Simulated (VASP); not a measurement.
Wanted: the native input for a VASP 6.6.1 run.

| Item | Value |
| --- | --- |
| Task | single point |
| Functional | LDA |
| Potentials or basis | VASP PAW LDA potentials, release 64 (Co, Si, Ni) |
| Cutoff | 520 eV |
| k mesh | 12 × 12 × 12 |
| Occupations | gaussian, width 0.1 eV |
| Spin | no spin polarisation |
| Dipole correction | no |
| k mesh for the DOS | 18 × 18 × 18 |
| Occupations for the DOS | tetrahedron |
| Further INCAR settings | ALGO = Fast; EDIFF = 1e-07; NBANDS = 36 |

The system is Co3Si4Ni.

```xyz
8
Lattice="3.1395 1.8126 2.5760 -3.1395 1.8126 2.5760 0.0000 -3.6252 2.5760" Properties=species:S:1:pos:R:3 pbc="T T T"
Co    1.5516   -1.6635    4.2473
Co    0.6648    2.1755    4.2473
Co   -2.2164   -0.5120    4.2473
Si   -1.5634    1.5993    3.4506
Si    0.0000    0.0000    5.0906
Si   -0.6033   -2.1536    3.4506
Si    2.1667    0.5543    3.4506
Ni    0.0000    0.0000    2.7275
```

The input as run:

POSCAR

```
Co3Si4Ni
1.0
    3.1394939620      1.8125876841      2.5759773632
   -3.1394939620      1.8125876841      2.5759773632
    0.0000000000     -3.6251753681      2.5759773633
Co Si Ni
3 4 1
Direct
    0.6437596003      0.1495380955      0.8555232334
    0.8555232334      0.6437596003      0.1495380955
    0.1495380955      0.8555232334      0.6437596003
    0.3445623067      0.8425564199      0.1524003696
    0.6587213740      0.6587213740      0.6587213740
    0.1524003696      0.3445623067      0.8425564199
    0.8425564199      0.1524003696      0.3445623067
    0.3529386007      0.3529386007      0.3529386007
```

INCAR.step1

```
SYSTEM = Co3Si4Ni
PREC = Accurate
ENCUT = 520
EDIFF = 1E-7
ISMEAR = 0
SIGMA = 0.1
LREAL = .FALSE.
LASPH = .TRUE.
NELM = 100
ALGO = Fast
ISIF = 2
LWAVE = .FALSE.
LCHARG = .TRUE.
LMAXMIX = 4
NBANDS = 36
```

KPOINTS.step1

```
regular mesh
0
G
  12 12 12
  0 0 0
```

INCAR.step2

```
SYSTEM = Co3Si4Ni
PREC = Accurate
ENCUT = 520
EDIFF = 1E-7
ISMEAR = -5
SIGMA = 0.1
LREAL = .FALSE.
LASPH = .TRUE.
NELM = 100
ALGO = Fast
ISIF = 2
LWAVE = .FALSE.
LCHARG = .FALSE.
LMAXMIX = 4
LORBIT = 10
NBANDS = 36
NEDOS = 2001
ICHARG = 11
```

KPOINTS.step2

```
regular mesh
0
G
  18 18 18
  0 0 0
```

Potentials or basis: VASP PAW LDA potentials, release 64 (Co, Si, Ni).

Command:

```bash
$ cat potpaw_LDA.64/Co/POTCAR potpaw_LDA.64/Si/POTCAR potpaw_LDA.64/Ni/POTCAR > POTCAR
$ cp INCAR.step1 INCAR
$ cp KPOINTS.step1 KPOINTS
$ mpirun -np 1 vasp_std > vasp.out
$ cp INCAR.step2 INCAR
$ cp KPOINTS.step2 KPOINTS
$ mpirun -np 1 vasp_std > vasp.out
```

Results of the run:

- Valence electrons inside the program's atomic spheres: Co 8.62; Si 1.61; Ni 9.64

Caveat: the run has no spin polarisation, though such a crystal can be magnetic.

It took 61 min on 1 thread of Oxide Virtual Turin-like Processor, with other jobs on the host, peak memory 2.3 GiB.
